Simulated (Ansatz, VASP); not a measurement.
**MgO: VASP beside Ansatz**

Contents of POSCAR:

```
MgO
1.0
    3.3704226849      0.0000000000      0.0000000000
   -1.6852113425      2.9188716666      0.0000000000
    0.0000000000      0.0000000000      5.1602252909
Mg O
2 2
Direct
    0.3333333333      0.6666666667     -0.0089108249
    0.6666666667      0.3333333333      0.4910891751
    0.3333333333      0.6666666667      0.3839108249
    0.6666666667      0.3333333333      0.8839108249
```

Contents of INCAR.step1:

```
SYSTEM = MgO
ALGO = Normal
EDIFF = 1E-4
ENCUT = 520
GGA = PE
ISMEAR = 0
LASPH = .True.
LCHARG = .False.
LREAL = .False.
LWAVE = .True.
NBANDS = 16
NELM = 100
PREC = Accurate
SIGMA = 0.01
```

INCAR.step2

```
SYSTEM = MgO
ALGO = Normal
EDIFF = 1E-6
ENCUT = 520
ISIF = 2
ISMEAR = 0
ISTART = 1
LASPH = .True.
LCHARG = .True.
LELF = .True.
LMIXTAU = .True.
LREAL = .False.
LVHAR = .True.
LWAVE = .False.
METAGGA = R2SCAN
NBANDS = 16
NELM = 100
PREC = Accurate
SIGMA = 0.01
```

Contents of KPOINTS:

```
k-points
0
Gamma
  12 12 6
  0 0 0
```

Input for Ansatz:

```yaml
crystal:
  lattice:
    - [3.3704226849, 0.0, 0.0]
    - [-1.6852113425, 2.9188716666, 0.0]
    - [0.0, 0.0, 5.1602252909]
  atoms:
    - { symbol: Mg, position: [0.3333333333, 0.6666666667, -0.0089108249] }
    - { symbol: Mg, position: [0.6666666667, 0.3333333333, 0.4910891751] }
    - { symbol: O, position: [0.3333333333, 0.6666666667, 0.3839108249] }
    - { symbol: O, position: [0.6666666667, 0.3333333333, 0.8839108249] }
kpoints:
  mp_grid: { grid: [12, 12, 6] }
  band_path:
    path:
      - [0.0, 0.0, 0.0]
      - [0.5, 0.0, 0.0]
      - [0.3333333333, 0.3333333333, 0.0]
      - [0.0, 0.0, 0.5]
      - [0.5, 0.0, 0.5]
      - [0.3333333333, 0.3333333333, 0.5]
    npoints: 1
hamiltonian:
  xc: r2scan
scf:
  occupations: { method: fixed }
  n_extra_bands: 5
output:
  forces: true
  stress: true
  eigenvalues: true
```

Change from the starting cell: hydrostatic strain +2.5%.

Alike in both runs: task single point; functional r2SCAN; k mesh 12 × 12 × 6; no spin polarisation.

|  | VASP | Ansatz |
| --- | --- | --- |
| version | VASP 6.6.1 | Ansatz 0.2.0 |
| potentials or method | VASP PAW PBE potentials, release 64 (Mg, O) | plane waves, PAW |
| plane-wave cutoff (eV) | 520 | 500 |
| occupations | gaussian, width 0.01 eV | fixed |
| valence electrons in the cell | 16 | 32 |

VASP gave:

- gap on the k mesh at the Fermi level (eV): 3.81
- pressure (GPa): -8.7
- traceless stress, the component that is largest in VASP (GPa): 1.20

Problem. What did Ansatz give for the same quantities?

Solution. gap on the k mesh at the Fermi level (eV): 3.82; pressure (GPa): -8.0; traceless stress, the component that is largest in VASP (GPa): 1.14.

VASP's potentials were made for PBE, not for r2SCAN. VASP's potentials hold 16 valence electrons a cell and Ansatz's 32, so a difference there can come from the potentials and not from the codes.
